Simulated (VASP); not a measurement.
# ErH4 (I4/mmm) in VASP: a series of runs

The runs below take ErH4 through relaxation of cell and atoms, single point, with PBE.

Program: VASP 6.6.1. These are calculated values, not measurements. Logs are shortened: lines on timing, memory, paths and dates and some standing lists are left out, and cuts for length are marked.

## 1. The cell of the first run

It takes space group I4/mmm (No. 139, tetragonal). The conventional cell has a = 3.539 Å, b = 3.539 Å, c = 5.753 Å, α = 90.00°, β = 90.00°, γ = 90.00°. Er (site symmetry 4/mmm) has 18 H at 2.28 to 2.55 Å within 3.0 Å. Within 2.7 Å of H (site symmetry -4m2) lie 12 H at 2.01 to 2.61 Å and 4 Er at 2.28 Å. H (site symmetry 4mm) has 1 H at 0.96 Å within 1.3 Å.

The cell was built from a structure type or drawn by symmetry, and may not be a known phase.

## 2. Relaxation of cell and atoms, PBE

The input, INCAR:

```
SYSTEM = ErH4
ALGO = Normal
EDIFF = 1E-7
EDIFFG = -0.01
ENCUT = 500
GGA = PE
GGA_COMPAT = .FALSE.
IBRION = 2
ISIF = 3
ISMEAR = 0
LASPH = .TRUE.
LCHARG = .FALSE.
LMAXMIX = 6
LREAL = .FALSE.
LWAVE = .FALSE.
NELM = 200
NELMIN = 4
NSW = 100
PREC = Accurate
SIGMA = 0.1
```

The input, KPOINTS:

```
k-points
0
G
  14 14 14
  0 0 0
```

The input, POSCAR:

```
ErH4
1.0
   -1.7694257241      1.7694257241      2.8765265275
    1.7694257241     -1.7694257241      2.8765265275
    1.7694257241      1.7694257241     -2.8765265275
Er H
1 4
Direct
    0.0000000000      0.0000000000      0.0000000000
    0.7500000000      0.2500000000      0.5000000000
    0.2500000000      0.7500000000      0.5000000000
    0.4166060768      0.4166060768      0.0000000000
    0.5833939232      0.5833939232      0.0000000000
```

Potentials or basis: VASP PAW PBE potentials, release 64 (Er_3, H), 4f in core.

On the command line:

```
cat potpaw_PBE.64/Er_3/POTCAR potpaw_PBE.64/H/POTCAR > POTCAR
mpirun -np 1 vasp_std > vasp.out
```

OUTCAR:

```text
SYSTEM = ErH4
   EDIFF = 1E-7
   EDIFFG = -0.01
   ENCUT = 500
   GGA = PE
   IBRION = 2
   ISIF = 3
   ISMEAR = 0
   LASPH = .TRUE.
   LREAL = .FALSE.
   NELM = 200
   NELMIN = 4
   NSW = 100
   PREC = Accurate

 ion  position               nearest neighbor table
   1  0.000  0.000  0.000-   2 2.28   3 2.28   2 2.28   3 2.28   2 2.28   3 2.28   2 2.28   3 2.28

   2  0.750  0.250  0.500-   1 2.28   1 2.28   1 2.28   1 2.28
   3  0.250  0.750  0.500-   1 2.28   1 2.28   1 2.28   1 2.28
   4  0.417  0.417  0.000-
   5  0.583  0.583  0.000-

  LATTYP: Found a body centered tetragonal cell.
 ALAT       =     3.5388514482
 C/A-ratio  =     1.6256836827

  Lattice vectors:

 A1 = (  -1.7694257241,   1.7694257241,   2.8765265275)
 A2 = (   1.7694257241,  -1.7694257241,   2.8765265275)
 A3 = (   1.7694257241,   1.7694257241,  -2.8765265275)

Analysis of symmetry for initial positions (statically):
=====================================================================
 Subroutine PRICEL returns:
 Original cell was already a primitive cell.

 Routine SETGRP: Setting up the symmetry group for a
 body centered tetragonal supercell.

 Subroutine GETGRP returns: Found 16 space group operations
 (whereof 16 operations were pure point group operations)
 out of a pool of 16 trial point group operations.

The static configuration has the point symmetry D_4h.

Analysis of symmetry for dynamics (positions and initial velocities):
=====================================================================
 Subroutine PRICEL returns:
 Original cell was already a primitive cell.

 Routine SETGRP: Setting up the symmetry group for a
 body centered tetragonal supercell.

 Subroutine GETGRP returns: Found 16 space group operations
 (whereof 16 operations were pure point group operations)
 out of a pool of 16 trial point group operations.

The dynamic configuration has the point symmetry D_4h.

 Subroutine INISYM returns: Found 16 space group operations
 (whereof 16 operations are pure point group operations),
 and found     1 'primitive' translations

----------------------------------------------------------------------------------------

                                     Primitive cell

  volume of cell :      36.0241

  direct lattice vectors                    reciprocal lattice vectors
    -1.769425724  1.769425724  2.876526527     0.000000000  0.282577558  0.173820751
[... 108 lines left out ...]
   EFERMI_NEDOS =   21; number of points for ismear=-14 and -15
   IALGO  =     38    algorithm
   IMIX   =      4    mixing-type and parameters
     AMIX     =   0.40;   BMIX     =  1.00
     AMIX_MAG =   1.60;   BMIX_MAG =  1.00
  volume/ion in A,a.u.               =       7.20        48.62
  Fermi-wavevector in a.u.,A,eV,Ry     =   1.165534  2.202540 18.483098  1.358469
  Thomas-Fermi vector in A             =   2.302059
   LORBIT       =      0    0 simple, 1 ext, 2 COOP (PROOUT), +10 PAW based schemes
   GGA     = PE    functional components
   LHFCALC =     F    Hartree Fock is set to
   AEXX    =    0.0000 exact exchange contribution
   IVDW    =     0    specifies the selected vdW correction
   LEPSILON=     F    determine dielectric tensor
   LRPA    =     F    only Hartree local field effects (RPA)
 conjugate gradient relaxation of ions
 non-spin polarized calculation
 Gauss-broadening in eV      SIGMA  =   0.10
  energy-cutoff  :      500.00
  volume of cell :       36.02
 maximum number of plane-waves:       931
   NGX = 13   NGY = 13   NGZ = 13

--------------------------------------- Ionic step        1  -------------------------------------------

 number of electron      13.0000001 magnetization

 Free energy of the ion-electron system (eV)
  ---------------------------------------------------
  ext. energy  EPLUGINS =         0.00000000
  ---------------------------------------------------
  free energy    TOTEN  =       -18.60613518 eV

  energy without entropy =      -18.60202378  energy(sigma->0) =      -18.60407948

------------------------ aborting loop because EDIFF is reached ----------------------------------------

  FORCE on cell =-STRESS in cart. coord.  units (eV):
  Direction    XX          YY          ZZ          XY          YZ          ZX
  --------------------------------------------------------------------------------------
  -------------------------------------------------------------------------------------
  Total        0.1001662      0.1001662      0.0089260      0.0000000      0.0000000      0.0000000
  in kB        4.4549082      4.4549082      0.3969852      0.0000000      0.0000000      0.0000000
  external PRESSURE =       3.1022672 kB  Pullay stress =       0.0000000 kB
[... 143 lines left out ...]
--------------------------------------- Ionic step        5  -------------------------------------------

 number of electron      13.0000001 magnetization

 Free energy of the ion-electron system (eV)
  ---------------------------------------------------
  ext. energy  EPLUGINS =         0.00000000
  ---------------------------------------------------
  free energy    TOTEN  =       -18.60651578 eV

  energy without entropy =      -18.60238230  energy(sigma->0) =      -18.60444904

 E-fermi :   4.5651     XC(G=0): -10.7744

 val. band max:        4.5599420230   @ k =   0.5000   0.3571  -0.0000
 cond. band min:       4.5743476270   @ k =   0.4286   0.4286   0.0000
 fundamental gap:      0.0144056040
 Fermi energy:         4.5650632715

 k-point     1 :       0.0000    0.0000    0.0000
  band No.  band energies     occupation
      1     -20.8010      2.00000
      2     -20.8010      2.00000
      3     -20.6908      2.00000
      4      -7.6173      2.00000
      5       1.9687      2.00000
      6       2.6467      2.00000
      7       4.2665      1.99998
      8       5.2053      0.00000
      9       5.2053      0.00000
     10       6.6700      0.00000
[... 287 lines left out ...]
 k-point    24 :       0.2857    0.1429   -0.0000
  band No.  band energies     occupation
      1     -21.0990      2.00000
      2     -20.8932      2.00000
      3     -20.7777      2.00000
      4      -5.5968      2.00000
      5      -1.3631      2.00000
      6       0.3775      2.00000
      7       4.2471      1.99999
      8       6.3757      0.00000
      9       6.5766      0.00000
     10       8.4645      0.00000

 [... further k-points ...]

------------------------ aborting loop because EDIFF is reached ----------------------------------------

  FORCE on cell =-STRESS in cart. coord.  units (eV):
  Direction    XX          YY          ZZ          XY          YZ          ZX
  --------------------------------------------------------------------------------------
  -------------------------------------------------------------------------------------
  Total        0.0051738      0.0051738     -0.0157567      0.0000000      0.0000000      0.0000000
  in kB        0.2287906      0.2287906     -0.6967735      0.0000000      0.0000000      0.0000000
  external PRESSURE =      -0.0797308 kB  Pullay stress =       0.0000000 kB
[... 20 lines left out ...]
  FREE ENERGIE OF THE ION-ELECTRON SYSTEM (eV)
  ---------------------------------------------------
  free  energy   TOTEN  =       -18.6065157807 eV

  energy  without entropy=      -18.6023823003  energy(sigma->0) =      -18.60444904

 reached required accuracy - stopping structural energy minimisation
```

OSZICAR:

```text
N       E                     dE             d eps       ncg     rms          rms(c)
DAV:   1     0.167131850147E+02    0.16713E+02   -0.60869E+03  7202   0.120E+03
DAV:   2    -0.172908352005E+02   -0.34004E+02   -0.31598E+02  7502   0.360E+02
DAV:   3    -0.192500706930E+02   -0.19592E+01   -0.18179E+01  8268   0.920E+01
[... 35 lines left out ...]
       N       E                     dE             d eps       ncg     rms          rms(c)
DAV:   1    -0.186065362248E+02   -0.51977E-04   -0.17904E-03  7650   0.583E-01    0.341E-02
DAV:   2    -0.186065221240E+02    0.14101E-04   -0.50137E-05  8054   0.885E-02    0.158E-02
DAV:   3    -0.186065158539E+02    0.62700E-05   -0.11629E-05  9370   0.550E-02    0.657E-03
DAV:   4    -0.186065157807E+02    0.73257E-07   -0.58134E-07  7390   0.825E-03
   5 F= -.18606516E+02 E0= -.18604449E+02  d E =-.315411E-04
```

CONTCAR:

```text
ErH4
   1.00000000000000
    -1.7749709332409089    1.7749709332409089    2.8750257502459342
     1.7749709332409089   -1.7749709332409089    2.8750257502459342
     1.7749709332409089    1.7749709332409089   -2.8750257502459342
  Er              H
     1     4
Direct
     0.0000000000000000    0.0000000000000000    0.0000000000000000
     0.7500000000000000    0.2500000000000000    0.5000000000000000
     0.2500000000000000    0.7500000000000000    0.5000000000000000
     0.4172379621264851    0.4172379621264851    0.0000000000000000
     0.5827620378735149    0.5827620378735149    1.0000000000000000

  0.00000000E+00  0.00000000E+00  0.00000000E+00
  0.00000000E+00  0.00000000E+00  0.00000000E+00
  0.00000000E+00  0.00000000E+00  0.00000000E+00
  0.00000000E+00  0.00000000E+00  0.00000000E+00
  0.00000000E+00  0.00000000E+00  0.00000000E+00
```

Run time: 4 min. Hardware: 1 thread of Intel Xeon 6975P-C (Granite Rapids), shared host; peak memory 0.24 GiB.

What came out:

| Property | Result |
| --- | --- |
| Free energy | -18.6065 eV |
| Relaxed volume | 7.25 Å³/atom |
| Relaxed cell | a = 3.817 Å, b = 3.817 Å, c = 3.817 Å, α = 124.57°, β = 124.57°, γ = 82.25° |
| Space group after relaxing (to 0.1 Å) | I4/mmm (No. 139) |
| Energy gained by relaxing | 0.1 meV/atom |
| Ionic steps | 5 |
| Pressure after relaxing | 0.0 GPa |
| Largest force after relaxing | 0.005 eV/Å |
| Band gap on the k mesh | zero (an odd number of electrons rules out a gap without spin polarisation) |

Forces in eV/Å, atoms in the order of the input:
```
Er   0.000  0.000  0.000
H    0.000  0.000  0.000
H    0.000  0.000  0.000
H    0.000  0.000 -0.005
H    0.000  0.000  0.005
```

The path:
| step | energy change (eV) | largest force (eV/Å) | pressure (GPa) | volume (Å³) |
| --- | --- | --- | --- | --- |
| 1 | 0.0000 | 0.0194 | 0.31 | 36.02 |
| 2 | -0.0002 | 0.0158 | 0.18 | 36.10 |
| 3 | -0.0003 | 0.0052 | -0.18 | 36.29 |
| 4 | -0.0003 | 0.0077 | -0.11 | 36.25 |
| 5 | -0.0004 | 0.0049 | -0.01 | 36.23 |

Final structure:
```
CELL_PARAMETERS angstrom
-1.77497 1.77497 2.87503
1.77497 -1.77497 2.87503
1.77497 1.77497 -2.87503
ATOMIC_POSITIONS crystal
Er 0.00000 0.00000 0.00000
H 0.75000 0.25000 0.50000
H 0.25000 0.75000 0.50000
H 0.41724 0.41724 0.00000
H 0.58276 0.58276 0.00000
```

Levels at points of the mesh, in eV from the Fermi level:
```
           k point  band 4  band 5  band 6  band 7  band 8  band 9
(0.00, 0.00, 0.00)  -12.18   -2.60   -1.92   -0.30    0.64    0.64
(0.50, 0.00, 0.00)   -9.13   -7.49   -2.95   -1.36    0.44    3.51
(0.50, 0.50, 0.00)   -9.67   -6.17   -4.83    0.44    2.96    3.72
(0.50, 0.50, 0.50)   -9.73   -6.47   -5.34    3.68    4.40    4.61
```

Caveat: spin-orbit coupling is left out, which moves the levels of the heavy elements; the 4f electrons are frozen in the core, so they carry no moment and show no levels. Spin polarisation is off, so any magnetic state and its effect on volume and gap are missing.

## 3. Single point, PBE

This run uses another cell than the first one: it holds 10 atoms, not 5.

The input, INCAR:

```
SYSTEM = ErH4
ALGO = Normal
EDIFF = 1E-6
ENCUT = 500
GGA = PE
GGA_COMPAT = .False.
ISIF = 2
ISMEAR = 0
LASPH = .True.
LCHARG = .True.
LELF = .True.
LMAXMIX = 6
LREAL = .False.
LVHAR = .True.
LWAVE = .False.
NBANDS = 24
NELM = 200
PREC = Accurate
SIGMA = 0.2
```

The input, KPOINTS:

```
k-points
0
Gamma
  8 8 8
  0 0 0
```

The input, POSCAR:

```
ErH4
1.0
    3.5566191506      0.0000000000      0.0000000000
    1.7783095753     -1.7783095753      2.8633720733
    1.7783095753     -5.3349287259     -2.8633720733
Er H
2 8
Direct
    1.0000000000      0.0000000000      1.0000000000
    0.5000000000      0.5000000000      0.5000000000
    0.1250000000      0.1250000000      0.6250000000
    0.6250000000      0.6250000000      0.1250000000
    0.3750000000      0.3750000000      0.8750000000
    0.8750000000      0.8750000000      0.3750000000
    0.7915287081      0.6254138756      0.7915287081
    0.2915287081      0.1254138756      0.2915287081
    0.7084712919      0.8745861244      0.7084712919
    0.2084712919      0.3745861244      0.2084712919
```

Potentials or basis: VASP PAW PBE potentials, release 64 (Er_3, H), 4f in core.

On the command line:

```
cat potpaw_PBE.64/Er_3/POTCAR potpaw_PBE.64/H/POTCAR > POTCAR
mpirun -np 1 vasp_std > vasp.out
```

OUTCAR:

```text
SYSTEM = ErH4
   EDIFF = 1E-6
   ENCUT = 500
   GGA = PE
   ISIF = 2
   ISMEAR = 0
   LASPH = .True.
   LREAL = .False.
   NELM = 200
   PREC = Accurate

 ion  position               nearest neighbor table
   1  0.000  0.000  0.000-   4 2.28   4 2.28   3 2.28   4 2.28   5 2.28   6 2.28   5 2.28   5 2.28
                             2 3.56   2 3.56   2 3.81   2 3.81   2 3.81   2 3.81
   2  0.500  0.500  0.500-   3 2.28   3 2.28   3 2.28   4 2.28   5 2.28   6 2.28   6 2.28   6 2.28
                             1 3.56   1 3.56   1 3.81   1 3.81   1 3.81   1 3.81
   3  0.125  0.125  0.625-   1 2.28   2 2.28   2 2.28   2 2.28
   4  0.625  0.625  0.125-   1 2.28   2 2.28   1 2.28   1 2.28
   5  0.375  0.375  0.875-   1 2.28   1 2.28   1 2.28   2 2.28
[... 889 lines left out ...]
 -----------------------------------------------------------------------------
  energy-cutoff  :      500.00
  volume of cell :       72.44
      direct lattice vectors                 reciprocal lattice vectors
     3.556619151  0.000000000  0.000000000     0.281165893  0.140582947 -0.087309645
     1.778309575 -1.778309575  2.863372073     0.000000000 -0.140582947  0.261928936
     1.778309575 -5.334928726 -2.863372073     0.000000000 -0.140582947 -0.087309645

 POSITION                                       TOTAL-FORCE (eV/Angst)
 -----------------------------------------------------------------------------------
      0.00000      0.00000      0.00000        -0.000000     -0.000000     -0.000000
      3.55662     -3.55662      0.00000        -0.000000     -0.000000     -0.000000
      1.77831     -3.55662     -1.43169        -0.000000     -0.002633      0.000073
      3.55662     -1.77831      1.43169         0.000000     -0.002633      0.000073
      3.55662     -5.33493     -1.43169        -0.000000      0.002633     -0.000073
      5.33493     -3.55662      1.43169         0.000000      0.002633     -0.000073
      5.33493     -5.33493     -0.47565         0.000000     -0.000986     -0.029883
      1.77831     -1.77831     -0.47565         0.000000     -0.000986     -0.029883
      5.33493     -5.33493      0.47565        -0.000000      0.000986      0.029883
      1.77831     -1.77831      0.47565        -0.000000      0.000986      0.029883
 -----------------------------------------------------------------------------------
    total drift:                                0.000000     -0.000000     -0.000000

  FREE ENERGIE OF THE ION-ELECTRON SYSTEM (eV)
  ---------------------------------------------------
  free  energy   TOTEN  =       -37.2220704508 eV

  energy  without entropy=      -37.1826223731  energy(sigma->0) =      -37.20234641
```

OSZICAR:

```text
N       E                     dE             d eps       ncg     rms          rms(c)
DAV:   1     0.715252341499E+02    0.71525E+02   -0.11224E+04 13472   0.105E+03
DAV:   2    -0.342160390299E+02   -0.10574E+03   -0.10085E+03 12688   0.419E+02
DAV:   3    -0.385381547980E+02   -0.43221E+01   -0.42830E+01 11264   0.639E+01
DAV:   4    -0.385951238571E+02   -0.56969E-01   -0.56787E-01 11896   0.566E+00
DAV:   5    -0.385964114264E+02   -0.12876E-02   -0.12875E-02 10752   0.156E+00    0.308E+01
DAV:   6    -0.374231288055E+02    0.11733E+01   -0.10455E+00 12512   0.101E+01    0.190E+01
DAV:   7    -0.372824117266E+02    0.14072E+00   -0.15493E+00 12600   0.116E+01    0.268E+00
DAV:   8    -0.372349882435E+02    0.47423E-01   -0.42020E-01 12904   0.619E+00    0.107E+00
DAV:   9    -0.372222449876E+02    0.12743E-01   -0.31140E-02 12912   0.166E+00    0.321E-01
DAV:  10    -0.372220396064E+02    0.20538E-03   -0.26411E-03 12864   0.366E-01    0.142E-01
DAV:  11    -0.372220678210E+02   -0.28215E-04   -0.17473E-04 12104   0.131E-01    0.420E-02
DAV:  12    -0.372220701612E+02   -0.23402E-05   -0.32893E-06  8600   0.185E-02    0.102E-02
DAV:  13    -0.372220704508E+02   -0.28962E-06   -0.18198E-06  7576   0.139E-02
   1 F= -.37222070E+02 E0= -.37202346E+02  d E =-.394481E-01
```

It took 4.5 min on 1 thread of Intel Xeon 6975P-C (Granite Rapids), shared host; peak memory 0.33 GiB.

Results:

* Free energy: -37.2221 eV
* Pressure: 0.2 GPa
* Largest force: 0.030 eV/Å
* Band gap on the k mesh: zero (bands 13 and 14 overlap by 2.20 eV)

Forces on the atoms (eV/Å):
```
Er   0.000  0.000  0.000
Er   0.000  0.000  0.000
H    0.000 -0.003  0.000
H    0.000 -0.003  0.000
H    0.000  0.003  0.000
H    0.000  0.003  0.000
H    0.000 -0.001 -0.030
H    0.000 -0.001 -0.030
H    0.000  0.001  0.030
H    0.000  0.001  0.030
```

Caveat: spin-orbit coupling is left out, which moves the levels of the heavy elements; the 4f electrons are frozen in the core, so they carry no moment and show no levels. Spin polarisation is off, so any magnetic state and its effect on volume and gap are missing.
